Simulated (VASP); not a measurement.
# MgTl (P4/mmm) in VASP: a series of runs

MgTl is run at these levels: LDA; tasks: electric field gradients.

All numbers are computed with VASP 6.6.1; they aren't measurements. Logs are shortened: lines on timing, memory, paths and dates and some standing lists are left out, and cuts for length are marked.

## 1. The cell of the first run

It takes space group P4/mmm (No. 123, tetragonal). Conventional cell: a = 3.635 Å, b = 3.635 Å, c = 3.671 Å, α = 90.00°, β = 90.00°, γ = 90.00°. Within 4.2 Å of Mg (site symmetry 4/mmm) lie 8 Tl at 3.16 Å and 6 Mg at 3.63 to 3.67 Å. Tl (site symmetry 4/mmm) has 8 Mg at 3.16 Å and 6 Tl at 3.63 to 3.67 Å within 4.2 Å.

## 2. Electric field gradients, LDA (zz strain of +1 %)

File INCAR:

```
ALGO     = Normal         # electronic algorithm
EDIFF    = 1E-8           # SCF threshold, eV
ENCUT    = 520            # plane-wave cutoff, eV
GGA      = CA             # functional
ISIF     = 2              # what is computed and relaxed
ISMEAR   = -1             # smearing method
LASPH    = True           # aspherical terms in the spheres
LCHARG   = False          # write CHGCAR
LEFG     = True         
LREAL    = False          # projectors in reciprocal space
LWAVE    = False          # write WAVECAR
NBANDS   = 14             # bands
NELM     = 60             # most SCF steps
PREC     = Accurate       # precision mode
SIGMA    = 0.05           # smearing width, eV
```

File KPOINTS:

```
k-points
0
Gamma
  9 9 9
```

File POSCAR:

```
MgTl
1.0
    3.6350000000      0.0000000000      0.0000000000
    0.0000000000      3.6350000000      0.0000000000
    0.0000000000      0.0000000000      3.6713500000
Mg Tl
1 1
Direct
    0.0000000000      0.0000000000      0.0000000000
    0.5000000000      0.5000000000      0.5000000000
```

Potentials or basis: VASP PAW LDA potentials, release 64 (Mg, Tl_d).

On the command line:

```sh
$ cat potpaw_LDA.64/Mg/POTCAR potpaw_LDA.64/Tl_d/POTCAR > POTCAR
$ mpirun -np 1 vasp_std > vasp.out
```

OUTCAR:

```text
EDIFF = 1E-8
   ENCUT = 520
   GGA = CA
   ISIF = 2
   ISMEAR = -1
   LASPH = True
   LREAL = False
   NELM = 60
   PREC = Accurate

 ion  position               nearest neighbor table
   1  0.000  0.000  0.000-   2 3.16   2 3.16   2 3.16   2 3.16   2 3.16   2 3.16   2 3.16   2 3.16

   2  0.500  0.500  0.500-   1 3.16   1 3.16   1 3.16   1 3.16   1 3.16   1 3.16   1 3.16   1 3.16

  LATTYP: Found a simple tetragonal cell.
 ALAT       =     3.6350000000
 C/A-ratio  =     1.0100000000

  Lattice vectors:

 A1 = (   3.6350000000,   0.0000000000,   0.0000000000)
 A2 = (   0.0000000000,   3.6350000000,   0.0000000000)
 A3 = (   0.0000000000,   0.0000000000,   3.6713500000)

Analysis of symmetry for initial positions (statically):
=====================================================================
 Subroutine PRICEL returns:
 Original cell was already a primitive cell.

 Routine SETGRP: Setting up the symmetry group for a
 simple tetragonal supercell.

 Subroutine GETGRP returns: Found 16 space group operations
 (whereof 16 operations were pure point group operations)
 out of a pool of 16 trial point group operations.

The static configuration has the point symmetry D_4h.

Analysis of symmetry for dynamics (positions and initial velocities):
=====================================================================
 Subroutine PRICEL returns:
 Original cell was already a primitive cell.

 Routine SETGRP: Setting up the symmetry group for a
 simple tetragonal supercell.

 Subroutine GETGRP returns: Found 16 space group operations
 (whereof 16 operations were pure point group operations)
 out of a pool of 16 trial point group operations.

The dynamic configuration has the point symmetry D_4h.

 Subroutine INISYM returns: Found 16 space group operations
 (whereof 16 operations are pure point group operations),
 and found     1 'primitive' translations

----------------------------------------------------------------------------------------

                                     Primitive cell

  volume of cell :      48.5104

  direct lattice vectors                    reciprocal lattice vectors
[... 131 lines left out ...]
  free energy    TOTEN  =        -5.04423019 eV

  energy without entropy =       -5.03601096  energy(sigma->0) =       -5.04012058

 E-fermi :   5.3148     XC(G=0):  -9.9360

 val. band max:        5.2815089758   @ k =   0.3333   0.1111   0.2222
 cond. band min:       5.3826044199   @ k =   0.4444   0.0000   0.4444
 fundamental gap:      0.1010954441
 Fermi energy:         5.3147688707

 k-point     1 :       0.0000    0.0000    0.0000
  band No.  band energies     occupation
      1      -6.4828      2.00000
      2      -6.4692      2.00000
      3      -6.1352      2.00000
      4      -6.1352      2.00000
      5      -6.1306      2.00000
      6      -4.2611      2.00000
      7       7.5150      0.00000
      8       7.7330      0.00000
      9       7.7330      0.00000
     10       8.5169      0.00000
     11      10.5744      0.00000
     12      10.6631      0.00000
     13      18.5335      0.00000
     14      18.6243      0.00000
[... 377 lines left out ...]
      1      -6.3882      2.00000
      2      -6.2892      2.00000
      3      -6.2779      2.00000
      4      -6.1813      2.00000
      5      -6.1497      2.00000
      6      -1.9678      2.00000
      7       1.0146      2.00000
      8       7.8913      0.00000
      9       8.6314      0.00000
     10      10.2150      0.00000
     11      10.4854      0.00000
     12      13.3350      0.00000
     13      14.1113      0.00000
     14      14.8444      0.00000

 [... further k-points ...]
[... 5 lines left out ...]
  --------------------------------------------------------------------------------------
  -------------------------------------------------------------------------------------
  Total       -0.9488266     -0.9488266     -0.8489149      0.0000000      0.0000000      0.0000000
  in kB      -31.3373895    -31.3373895    -28.0375551      0.0000000      0.0000000      0.0000000
  external PRESSURE =     -30.2374447 kB  Pullay stress =       0.0000000 kB

 VOLUME and BASIS-vectors are now :
 -----------------------------------------------------------------------------
  energy-cutoff  :      520.00
  volume of cell :       48.51
      direct lattice vectors                 reciprocal lattice vectors
     3.635000000  0.000000000  0.000000000     0.275103164  0.000000000  0.000000000
     0.000000000  3.635000000  0.000000000     0.000000000  0.275103164  0.000000000
     0.000000000  0.000000000  3.671350000     0.000000000  0.000000000  0.272379370

 POSITION                                       TOTAL-FORCE (eV/Angst)
 -----------------------------------------------------------------------------------
      0.00000      0.00000      0.00000         0.000000      0.000000      0.000000
      1.81750      1.81750      1.83567         0.000000      0.000000      0.000000
 -----------------------------------------------------------------------------------
    total drift:                                0.000000      0.000000      0.000000

  FREE ENERGIE OF THE ION-ELECTRON SYSTEM (eV)
  ---------------------------------------------------
  free  energy   TOTEN  =        -5.0442301927 eV

  energy  without entropy=       -5.0360109577  energy(sigma->0) =       -5.04012058

 Electric field gradients (V/A^2)
---------------------------------------------------------------------
 ion       V_xx      V_yy      V_zz      V_xy      V_xz      V_yz
---------------------------------------------------------------------
   1      -0.085    -0.085     0.169    -0.000    -0.000    -0.000
   2       5.150     5.150   -10.301     0.000     0.000    -0.000
---------------------------------------------------------------------

 Electric field gradients after diagonalization (V/A^2)
 (convention: |V_zz| > |V_xx| > |V_yy|)
----------------------------------------------------------------------
 ion       V_xx      V_yy      V_zz     asymmetry (V_yy - V_xx)/ V_zz
----------------------------------------------------------------------
   1      -0.085    -0.085     0.169       0.000
   2       5.150     5.150   -10.301       0.000
----------------------------------------------------------------------

           NMR quadrupolar parameters

 Cq : quadrupolar parameter    Cq=e*Q*V_zz/h
 eta: asymmetry parameters     (V_yy - V_xx)/ V_zz
 Q  : nuclear electric quadrupole moment in mb (millibarn)
----------------------------------------------------------------------
 ion       Cq(MHz)       eta       Q (mb)
----------------------------------------------------------------------
   1       0.000       0.000       1.000
   2      -0.025       0.000       1.000
----------------------------------------------------------------------
```

OSZICAR:

```text
N       E                     dE             d eps       ncg     rms          rms(c)
DAV:   1     0.532915082684E+02    0.53292E+02   -0.72836E+03  2220   0.904E+02
DAV:   2    -0.418641039399E+01   -0.57478E+02   -0.55318E+02  2478   0.192E+02
DAV:   3    -0.515046989753E+01   -0.96406E+00   -0.96104E+00  2568   0.217E+01
DAV:   4    -0.515554762240E+01   -0.50777E-02   -0.50766E-02  2604   0.177E+00
DAV:   5    -0.515561465803E+01   -0.67036E-04   -0.67035E-04  2676   0.197E-01    0.250E+00
DAV:   6    -0.507829832185E+01    0.77316E-01   -0.58000E-02  2436   0.200E+00    0.169E+00
DAV:   7    -0.504553805146E+01    0.32760E-01   -0.36220E-02  2484   0.150E+00    0.595E-01
DAV:   8    -0.504430273037E+01    0.12353E-02   -0.30654E-03  2748   0.378E-01    0.630E-02
DAV:   9    -0.504423327163E+01    0.69459E-04   -0.16987E-04  2370   0.810E-02    0.174E-02
DAV:  10    -0.504423028047E+01    0.29912E-05   -0.70600E-06  2670   0.169E-02    0.610E-03
DAV:  11    -0.504423023034E+01    0.50133E-07   -0.30200E-07  2562   0.379E-03    0.972E-04
DAV:  12    -0.504423019242E+01    0.37915E-07   -0.10999E-07  2532   0.253E-03    0.194E-04
DAV:  13    -0.504423019272E+01   -0.30150E-09   -0.22405E-09  1596   0.318E-04
   1 F= -.50442302E+01 E0= -.50401206E+01  d E =-.821923E-02
```

stdout:

```text
POSCAR found type information on POSCAR MgTl
 POSCAR found :  2 types and       2 ions
 scaLAPACK will be used
 LDA part: xc-table for (Slater(with rela. corr.)+CA(PZ))
 , standard interpolation
 POSCAR, INCAR and KPOINTS ok, starting setup
 FFT: planning ... GRIDC
 FFT: planning ... GRID_SOFT
 FFT: planning ... GRID
 WAVECAR not read
 entering main loop
ion   1

ion   2
```

It took 32 s on 1 thread of AMD EPYC 7R13, shared host; peak memory 0.18 GiB.

Results:

```
Free energy : -5.0442 eV
Pressure    : -3.0 GPa
```

Stress tensor (GPa, compression positive):
```
-3.13  0.00  0.00
 0.00 -3.13  0.00
 0.00  0.00 -2.80
```

Levels at points of the mesh, in eV from the Fermi level:
| k point | band 3 | band 4 | band 5 | band 6 | band 7 | band 8 | band 9 | band 10 | band 11 | band 12 |
| --- | --- | --- | --- | --- | --- | --- | --- | --- | --- | --- |
| (0.00, 0.00, 0.00) | -11.45 | -11.45 | -11.45 | -9.58 | 2.20 | 2.42 | 2.42 | 3.20 | 5.26 | 5.35 |

Electric field gradients, principal values (V/Å²):
| atom | least | middle | greatest (by size) |
| --- | --- | --- | --- |
| 1 Mg | -0.085 | -0.085 | 0.169 |
| 2 Tl | 5.150 | 5.150 | -10.301 |

Caveat: the cell differs from its parent crystal (zz strain of +1 %); without QUAD_EFG the Cq values of the log hold for a quadrupole moment of 1 mb, not for the nuclei; spin-orbit coupling is left out, which moves the levels of the heavy elements.

## 3. Electric field gradients, LDA (zz strain of +1 %)

File INCAR:

```
SYSTEM = MgTl
  ALGO = Normal
  EDIFF = 1E-8
  ENCUT = 520
  GGA = CA
  ISIF = 2
  ISMEAR = -1
  LASPH = .True.
  LCHARG = .False.
  LEFG = .True.
  LREAL = .False.
  LWAVE = .False.
  NBANDS = 14
  NELM = 100
  PREC = Accurate
  SIGMA = 0.05
```

File KPOINTS:

```
k-points
0
Gamma
  9 9 9
  0 0 0
```

POSCAR is that of step 2.

Potentials or basis: VASP PAW LDA potentials, release 64 (Mg, Tl_d).

On the command line:

```sh
$ cat potpaw_LDA.64/Mg/POTCAR potpaw_LDA.64/Tl_d/POTCAR > POTCAR
$ mpirun -np 1 vasp_std > vasp.out
```

OUTCAR:

```text
SYSTEM = MgTl
   EDIFF = 1E-8
   ENCUT = 520
   GGA = CA
   ISIF = 2
   ISMEAR = -1
   LASPH = .True.
   LREAL = .False.
   NELM = 100
   PREC = Accurate

 ion  position               nearest neighbor table
   1  0.000  0.000  0.000-   2 3.16   2 3.16   2 3.16   2 3.16   2 3.16   2 3.16   2 3.16   2 3.16

   2  0.500  0.500  0.500-   1 3.16   1 3.16   1 3.16   1 3.16   1 3.16   1 3.16   1 3.16   1 3.16

  LATTYP: Found a simple tetragonal cell.
 ALAT       =     3.6350000000
 C/A-ratio  =     1.0100000000

  Lattice vectors:

 A1 = (   3.6350000000,   0.0000000000,   0.0000000000)
[... 622 lines left out ...]
  free  energy   TOTEN  =        -5.0442301927 eV

  energy  without entropy=       -5.0360109577  energy(sigma->0) =       -5.04012058

 Electric field gradients (V/A^2)
---------------------------------------------------------------------
 ion       V_xx      V_yy      V_zz      V_xy      V_xz      V_yz
---------------------------------------------------------------------
   1      -0.085    -0.085     0.169    -0.000    -0.000    -0.000
   2       5.150     5.150   -10.301     0.000     0.000    -0.000
---------------------------------------------------------------------

 Electric field gradients after diagonalization (V/A^2)
 (convention: |V_zz| > |V_xx| > |V_yy|)
----------------------------------------------------------------------
 ion       V_xx      V_yy      V_zz     asymmetry (V_yy - V_xx)/ V_zz
----------------------------------------------------------------------
   1      -0.085    -0.085     0.169       0.000
   2       5.150     5.150   -10.301       0.000
----------------------------------------------------------------------

           NMR quadrupolar parameters

 Cq : quadrupolar parameter    Cq=e*Q*V_zz/h
 eta: asymmetry parameters     (V_yy - V_xx)/ V_zz
 Q  : nuclear electric quadrupole moment in mb (millibarn)
----------------------------------------------------------------------
 ion       Cq(MHz)       eta       Q (mb)
----------------------------------------------------------------------
   1       0.000       0.000       1.000
   2      -0.025       0.000       1.000
----------------------------------------------------------------------
```

OSZICAR:

```text
N       E                     dE             d eps       ncg     rms          rms(c)
DAV:   1     0.532915082684E+02    0.53292E+02   -0.72836E+03  2220   0.904E+02
DAV:   2    -0.418641039399E+01   -0.57478E+02   -0.55318E+02  2478   0.192E+02
DAV:   3    -0.515046989753E+01   -0.96406E+00   -0.96104E+00  2568   0.217E+01
DAV:   4    -0.515554762240E+01   -0.50777E-02   -0.50766E-02  2604   0.177E+00
DAV:   5    -0.515561465803E+01   -0.67036E-04   -0.67035E-04  2676   0.197E-01    0.250E+00
DAV:   6    -0.507829832185E+01    0.77316E-01   -0.58000E-02  2436   0.200E+00    0.169E+00
DAV:   7    -0.504553805146E+01    0.32760E-01   -0.36220E-02  2484   0.150E+00    0.595E-01
DAV:   8    -0.504430273037E+01    0.12353E-02   -0.30654E-03  2748   0.378E-01    0.630E-02
DAV:   9    -0.504423327163E+01    0.69459E-04   -0.16987E-04  2370   0.810E-02    0.174E-02
DAV:  10    -0.504423028047E+01    0.29912E-05   -0.70600E-06  2670   0.169E-02    0.610E-03
DAV:  11    -0.504423023034E+01    0.50133E-07   -0.30200E-07  2562   0.379E-03    0.972E-04
DAV:  12    -0.504423019242E+01    0.37915E-07   -0.10999E-07  2532   0.253E-03    0.194E-04
DAV:  13    -0.504423019272E+01   -0.30150E-09   -0.22405E-09  1596   0.318E-04
   1 F= -.50442302E+01 E0= -.50401206E+01  d E =-.821923E-02
```

stdout:

```text
POSCAR found type information on POSCAR MgTl
 POSCAR found :  2 types and       2 ions
 scaLAPACK will be used
 LDA part: xc-table for (Slater(with rela. corr.)+CA(PZ))
 , standard interpolation
 POSCAR, INCAR and KPOINTS ok, starting setup
 FFT: planning ... GRIDC
 FFT: planning ... GRID_SOFT
 FFT: planning ... GRID
 WAVECAR not read
 entering main loop
ion   1

ion   2
```

Run time: 30 s. Hardware: 1 thread of AMD EPYC 7R13, shared host; peak memory 0.18 GiB.

What came out:

```
Free energy : -5.0442 eV
Pressure    : -3.0 GPa
```

Electric field gradients, principal values (V/Å²):
| atom | least | middle | greatest (by size) |
| --- | --- | --- | --- |
| 1 Mg | -0.085 | -0.085 | 0.169 |
| 2 Tl | 5.150 | 5.150 | -10.301 |

Caveat: the cell differs from its parent crystal (zz strain of +1 %); without QUAD_EFG the Cq values of the log hold for a quadrupole moment of 1 mb, not for the nuclei; spin-orbit coupling is left out, which moves the levels of the heavy elements.
